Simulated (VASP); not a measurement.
# BiTe (I4mm) in VASP: further runs

Runs on BiTe. Level: PBE. Tasks: single point.

All numbers are computed with VASP 6.6.1; they aren't measurements. Logs are shortened: lines on timing, memory, paths and dates and some standing lists are left out, and cuts for length are marked.

### Step 1. The cell of the first run

Symmetry: I4mm, No. 107, tetragonal system. Conventional cell: a = 4.575 Å, b = 4.575 Å, c = 6.470 Å, α = 90.00°, β = 90.00°, γ = 90.00°. Within 4.2 Å of Bi (site symmetry 4mm) lie 6 Te at 3.16 to 3.31 Å. Within 4.2 Å of Te (site symmetry 4mm) lie 6 Bi at 3.16 to 3.31 Å.

### Step 2. Single point, PBE

INCAR reads:

```
  PREC = Accurate
  ENCUT = 520
  EDIFF = 1E-6
  ISMEAR = 0
  SIGMA = 0.15
  LREAL = F
  LASPH = T
  NELM = 60
  ALGO = Normal
  ISIF = 2
  LWAVE = F
  LCHARG = F
  GGA = PE
  NBANDS = 18
```

KPOINTS reads:

```
Automatic mesh
0
Gamma
  14 14 14
```

POSCAR reads:

```
BiTe
1.0
    0.0000000000      3.2350000000      3.2350000000
    3.2350000000      0.0000000000      3.2350000000
    3.2350000000      3.2350000000      0.0000000000
Bi Te
1 1
Direct
   -0.0115919629     -0.0115919629      0.0115919629
    0.5000000000      0.5000000000      0.5000000000
```

Potentials or basis: VASP PAW PBE potentials, release 64 (Bi_d, Te).

Launch:

```
$ cat potpaw_PBE.64/Bi_d/POTCAR potpaw_PBE.64/Te/POTCAR > POTCAR
$ mpirun -np 1 vasp_std > vasp.out
```

OUTCAR:

```text
PREC = Accurate
   ENCUT = 520
   EDIFF = 1E-6
   ISMEAR = 0
   LREAL = F
   LASPH = T
   NELM = 60
   ISIF = 2
   GGA = PE

 ion  position               nearest neighbor table
   1  0.988  0.988  0.012-   2 3.16   2 3.24   2 3.24   2 3.24   2 3.24   2 3.31
   2  0.500  0.500  0.500-   1 3.16   1 3.24   1 3.24   1 3.24   1 3.24   1 3.31

  LATTYP: Found a face centered cubic cell.
 ALAT       =     6.4700000000

  Lattice vectors:

 A1 = (   0.0000000000,   3.2350000000,   3.2350000000)
 A2 = (   3.2350000000,   0.0000000000,   3.2350000000)
 A3 = (   3.2350000000,   3.2350000000,   0.0000000000)

Analysis of symmetry for initial positions (statically):
=====================================================================
 Subroutine PRICEL returns:
 Original cell was already a primitive cell.

 Routine SETGRP: Setting up the symmetry group for a
 face centered cubic supercell.

 Subroutine GETGRP returns: Found  8 space group operations
 (whereof  8 operations were pure point group operations)
 out of a pool of 48 trial point group operations.

The static configuration has the point symmetry C_4v.

Analysis of symmetry for dynamics (positions and initial velocities):
=====================================================================
 Subroutine PRICEL returns:
 Original cell was already a primitive cell.

 Routine SETGRP: Setting up the symmetry group for a
 face centered cubic supercell.

 Subroutine GETGRP returns: Found  8 space group operations
 (whereof  8 operations were pure point group operations)
 out of a pool of 48 trial point group operations.

The dynamic configuration has the point symmetry C_4v.

 Subroutine INISYM returns: Found  8 space group operations
 (whereof  8 operations are pure point group operations),
 and found     1 'primitive' translations

----------------------------------------------------------------------------------------

                                     Primitive cell

  volume of cell :      67.7100

  direct lattice vectors                    reciprocal lattice vectors
     0.000000000  3.235000000  3.235000000    -0.154559505  0.154559505  0.154559505
     3.235000000  0.000000000  3.235000000     0.154559505 -0.154559505  0.154559505
     3.235000000  3.235000000  0.000000000     0.154559505  0.154559505 -0.154559505

  length of vectors
     4.574980874  4.574980874  4.574980874     0.267704916  0.267704916  0.267704916

  position of ions in fractional coordinates (direct lattice)
     0.988408037  0.988408037  0.011591963
     0.500000000  0.500000000  0.500000000

  ion indices of the primitive-cell ions
   primitive index   ion index
                 1           1
                 2           2

----------------------------------------------------------------------------------------

 KPOINTS: Automatic mesh

Automatic generation of k-mesh.
 Grid dimensions read from file:
 generate k-points for:   14   14   14

 Generating k-lattice:

  Cartesian coordinates                     Fractional coordinates (reciprocal lattice)
    -0.011039965  0.011039965  0.011039965     0.071428571  0.000000000  0.000000000
     0.011039965 -0.011039965  0.011039965     0.000000000  0.071428571  0.000000000
     0.011039965  0.011039965 -0.011039965     0.000000000  0.000000000  0.071428571

  Length of vectors
     0.019121780  0.019121780  0.019121780

  Shift w.r.t. Gamma in fractional coordinates (k-lattice)
     0.000000000  0.000000000  0.000000000

 Subroutine IBZKPT returns following result:
 ===========================================

 Found    244 irreducible k-points:

 Following reciprocal coordinates:
            Coordinates               Weight
  0.000000  0.000000  0.000000      1.000000
  0.071429  0.000000  0.000000      8.000000
  0.142857  0.000000  0.000000      8.000000
  0.214286  0.000000  0.000000      8.000000
  0.285714  0.000000  0.000000      8.000000
  0.357143  0.000000  0.000000      8.000000
[... 16 lines left out ...]
 -0.428571  0.071429  0.000000      8.000000
  0.000000 -0.428571  0.071429     16.000000
 [... further k-points ...]
   k-points           NKPTS =    244   k-points in BZ     NKDIM =    244   number of bands    NBANDS=     18
   number of dos      NEDOS =    301   number of ions     NIONS =      2
   total plane-waves  NPLWV =  46656
   dimension x,y,z NGX =    36 NGY =   36 NGZ =   36
   dimension x,y,z NGXF=    72 NGYF=   72 NGZF=   72
   ions per type =               1   1
   NGX,Y,Z   is equivalent  to a cutoff of  13.08, 13.08, 13.08 a.u.
   NGXF,Y,Z  is equivalent  to a cutoff of  26.16, 26.16, 26.16 a.u.
 SYSTEM =  unknown system
   PREC   = accura    normal or accurate (medium, high low for compatibility)
   ISTART =      0    job   : 0-new  1-cont  2-samecut
   ICHARG =      2    charge: 1-file 2-atom 10-const
   ISPIN  =      1    spin polarized calculation?
   LNONCOLLINEAR =      F non collinear calculations
   LSORBIT =      F    spin-orbit coupling
   LASPH  =      T    aspherical Exc in radial PAW
   ENCUT  =  520.0 eV  38.22 Ry    6.18 a.u.   8.51  8.51  8.51*2*pi/ulx,y,z
   NELM   =     60;   NELMIN=  2; NELMDL= -5     # of ELM steps
   EDIFF  = 0.1E-05   stopping-criterion for ELM
   LREAL  =      F    real-space projection
   EDIFFG = 0.1E-04   stopping-criterion for IOM
   NSW    =      0    number of steps for IOM
   IBRION =     -1    ionic relax: 0-MD 1-quasi-New 2-CG
   NFREE  =      0    steps in history (QN), initial steepest desc. (CG)
   ISIF   =      2    stress and relaxation
   ISYM   =      2    0-nonsym 1-usesym 2-fastsym
   POTIM  = 0.5000    time-step for ionic-motion
   TEBEG  =    0.0;   TEEND  =   0.0 temperature during run
   PSTRESS=    0.0 pullay stress
   NELECT =      21.0000    total number of electrons
   NUPDOWN=      -1.0000    fix difference up-down
   EMIN   =  10.00;   EMAX   =-10.00  energy-range for DOS
   EFERMI =   0.00;   METHOD = LEGACY
   ISMEAR =     0;   SIGMA  =   0.15  broadening in eV -4-tet -1-fermi 0-gaus
   EFERMI_NEDOS =   21; number of points for ismear=-14 and -15
   IALGO  =     38    algorithm
   IMIX   =      4    mixing-type and parameters
     AMIX     =   0.40;   BMIX     =  1.00
     AMIX_MAG =   1.60;   BMIX_MAG =  1.00
  volume/ion in A,a.u.               =      33.86       228.46
  Fermi-wavevector in a.u.,A,eV,Ry     =   1.108146  2.094092 16.707785  1.227988
  Thomas-Fermi vector in A             =   2.244669
   LORBIT       =      0    0 simple, 1 ext, 2 COOP (PROOUT), +10 PAW based schemes
   GGA     = PE    functional components
   LHFCALC =     F    Hartree Fock is set to
   AEXX    =    0.0000 exact exchange contribution
   IVDW    =     0    specifies the selected vdW correction
   LEPSILON=     F    determine dielectric tensor
   LRPA    =     F    only Hartree local field effects (RPA)
 non-spin polarized calculation
 Gauss-broadening in eV      SIGMA  =   0.15
  energy-cutoff  :      520.00
  volume of cell :       67.71
 maximum number of plane-waves:      1845
 NGX is ok and might be reduce to    36
   NGX = 17   NGY = 17   NGZ = 17

 number of electron      21.0000000 magnetization

 Free energy of the ion-electron system (eV)
  ---------------------------------------------------
  ext. energy  EPLUGINS =         0.00000000
  ---------------------------------------------------
  free energy    TOTEN  =        -7.17283130 eV

  energy without entropy =       -7.15671979  energy(sigma->0) =       -7.16477555

 E-fermi :   6.6756     XC(G=0):  -9.4334

 val. band max:        6.6740937970   @ k =   0.1429  -0.3571   0.3571
 cond. band min:       6.6779425645   @ k =   0.0000  -0.4286   0.1429
 fundamental gap:      0.0038487675
 Fermi energy:         6.6755876952

 k-point     1 :       0.0000    0.0000    0.0000
  band No.  band energies     occupation
      1     -16.5004      2.00000
      2     -16.4967      2.00000
      3     -16.4960      2.00000
      4     -16.4960      2.00000
      5     -16.4938      2.00000
      6      -6.8786      2.00000
[... 10 lines left out ...]
     17      12.7604      0.00000
     18      13.2057      0.00000

 k-point     2 :       0.0714    0.0000    0.0000
  band No.  band energies     occupation
      1     -16.5006      2.00000
      2     -16.4969      2.00000
      3     -16.4959      2.00000
      4     -16.4957      2.00000
      5     -16.4936      2.00000
      6      -6.8331      2.00000
[... 10 lines left out ...]
     17      13.0872      0.00000
     18      13.5659      0.00000

 k-point     3 :       0.1429    0.0000    0.0000
  band No.  band energies     occupation
      1     -16.5011      2.00000
      2     -16.4976      2.00000
      3     -16.4955      2.00000
      4     -16.4947      2.00000
      5     -16.4929      2.00000
      6      -6.6968      2.00000
[... 10 lines left out ...]
     17      13.8949      0.00000
     18      14.2865      0.00000

 k-point     4 :       0.2143    0.0000    0.0000
  band No.  band energies     occupation
      1     -16.5020      2.00000
      2     -16.4986      2.00000
      3     -16.4949      2.00000
      4     -16.4932      2.00000
      5     -16.4917      2.00000
      6      -6.4720      2.00000
[... 375 lines left out ...]
      4     -16.4890      2.00000
      5     -16.4875      2.00000
      6      -5.0076      2.00000
[... 10 lines left out ...]
     17      14.9575      0.00000
     18      15.9381      0.00000

 k-point    23 :      -0.4286    0.0714    0.0000
  band No.  band energies     occupation
      1     -16.5049      2.00000
      2     -16.5014      2.00000
      3     -16.4935      2.00000
      4     -16.4890      2.00000
      5     -16.4878      2.00000
      6      -5.1431      2.00000
[... 10 lines left out ...]
     17      15.3059      0.00000
     18      16.2976      0.00000

 k-point    24 :       0.0000   -0.4286    0.0714
  band No.  band energies     occupation
      1     -16.5047      2.00000
      2     -16.5016      2.00000
      3     -16.4934      2.00000
      4     -16.4889      2.00000
      5     -16.4879      2.00000
      6      -5.1427      2.00000
[... 10 lines left out ...]
     17      15.3078      0.00000
     18      16.2946      0.00000

 [... further k-points ...]
[... 5 lines left out ...]
  --------------------------------------------------------------------------------------
  -------------------------------------------------------------------------------------
  Total        0.3123063      0.3123063      0.3723842      0.0000000      0.0000000      0.0000000
  in kB        7.3898995      7.3898995      8.8114821      0.0000000      0.0000000      0.0000000
  external PRESSURE =       7.8637603 kB  Pullay stress =       0.0000000 kB

 VOLUME and BASIS-vectors are now :
 -----------------------------------------------------------------------------
  energy-cutoff  :      520.00
  volume of cell :       67.71
      direct lattice vectors                 reciprocal lattice vectors
     0.000000000  3.235000000  3.235000000    -0.154559505  0.154559505  0.154559505
     3.235000000  0.000000000  3.235000000     0.154559505 -0.154559505  0.154559505
     3.235000000  3.235000000  0.000000000     0.154559505  0.154559505 -0.154559505

 POSITION                                       TOTAL-FORCE (eV/Angst)
 -----------------------------------------------------------------------------------
      3.23500      3.23500      6.39500         0.000000      0.000000      0.187947
      3.23500      3.23500      3.23500         0.000000      0.000000     -0.187947
 -----------------------------------------------------------------------------------
    total drift:                                0.000000      0.000000      0.000043

  FREE ENERGIE OF THE ION-ELECTRON SYSTEM (eV)
  ---------------------------------------------------
  free  energy   TOTEN  =        -7.1728313014 eV

  energy  without entropy=       -7.1567197927  energy(sigma->0) =       -7.16477555
```

Run time: 6.1 min. Hardware: 1 thread of AMD EPYC 7R13, shared host; peak memory 0.4 GiB.

Results:

| Property | Result |
| --- | --- |
| Free energy | -7.1728 eV |
| Pressure | 0.8 GPa |
| Largest force | 0.188 eV/Å |
| Band gap on the k mesh | zero (an odd number of electrons rules out a gap without spin polarisation) |

Forces on the atoms (eV/Å):
```
Bi   0.000  0.000  0.188
Te   0.000  0.000 -0.188
```

Levels at points of the mesh, in eV from the Fermi level:
```tsv
k point	band 6	band 7	band 8	band 9	band 10	band 11	band 12	band 13	band 14	band 15
(0.00, 0.00, 0.00)	-13.55	-8.15	-2.59	-2.56	-2.56	2.10	2.10	2.14	4.65	4.67
(0.50, 0.00, 0.00)	-11.63	-11.24	-1.99	-1.95	-1.64	-0.82	-0.64	-0.60	7.26	7.78
(0.50, 0.50, 0.00)	-11.78	-10.00	-5.67	-4.04	-4.04	2.22	3.57	3.57	4.95	8.64
(0.00, 0.50, 0.50)	-11.80	-9.97	-5.68	-4.04	-4.03	2.16	3.58	3.62	4.93	8.64
```

Caveat: the cell differs from its parent crystal (all Bi atoms moved +0.075 Å, as atom 1 towards its neighbour atom 2 (Te) at 3.235 Å); spin-orbit coupling is left out, which moves the levels of the heavy elements.

### Step 3. Single point, PBE

INCAR reads:

```
SYSTEM = BiTe
PREC = Accurate ; ENCUT = 520
EDIFF = 1E-7 ; ISMEAR = 0
SIGMA = 0.15 ; LREAL = .False.
LASPH = .True. ; NELM = 80
ALGO = Normal ; ISIF = 2
LWAVE = .False. ; LCHARG = .False.
GGA = PE ; NBANDS = 18
```

KPOINTS reads:

```
Automatic mesh
0
Gamma
  14 14 14
  0 0 0
```

POSCAR, as its differences from that of step 2:

```diff
@@ -8,3 +8,3 @@
 Direct
-   -0.0115919629     -0.0115919629      0.0115919629
+   -0.0038639876     -0.0038639876      0.0038639876
     0.5000000000      0.5000000000      0.5000000000
```

Potentials or basis: VASP PAW PBE potentials, release 64 (Bi_d, Te).

Launch:

```
$ cat potpaw_PBE.64/Bi_d/POTCAR potpaw_PBE.64/Te/POTCAR > POTCAR
$ mpirun -np 1 vasp_std > vasp.out
```

Run time: 7.1 min. Hardware: 1 thread of AMD EPYC 7R13, shared host; peak memory 0.4 GiB.

Results (log left out):

| Property | Result |
| --- | --- |
| Free energy | -7.1791 eV |
| Pressure | 0.7 GPa |
| Largest force | 0.062 eV/Å |
| Band gap on the k mesh | zero (an odd number of electrons rules out a gap without spin polarisation) |

Forces on the atoms (eV/Å):
```
Bi   0.000  0.000  0.062
Te   0.000  0.000 -0.062
```

Levels at points of the mesh, in eV from the Fermi level:
| k point | band 6 | band 7 | band 8 | band 9 | band 10 | band 11 | band 12 | band 13 | band 14 | band 15 |
| --- | --- | --- | --- | --- | --- | --- | --- | --- | --- | --- |
| (0.00, 0.00, 0.00) | -13.54 | -8.14 | -2.56 | -2.56 | -2.56 | 2.14 | 2.14 | 2.14 | 4.65 | 4.66 |
| (0.50, 0.00, 0.00) | -11.59 | -11.26 | -1.94 | -1.93 | -1.62 | -0.83 | -0.64 | -0.63 | 7.31 | 7.76 |
| (0.50, 0.50, 0.00) | -11.78 | -9.97 | -5.67 | -4.03 | -4.03 | 2.23 | 3.58 | 3.58 | 4.94 | 8.65 |
| (0.00, 0.50, 0.50) | -11.78 | -9.97 | -5.67 | -4.03 | -4.03 | 2.22 | 3.58 | 3.58 | 4.94 | 8.65 |

Caveat: the cell differs from its parent crystal (all Bi atoms moved +0.025 Å, as atom 1 towards its neighbour atom 2 (Te) at 3.235 Å); spin-orbit coupling is left out, which moves the levels of the heavy elements.
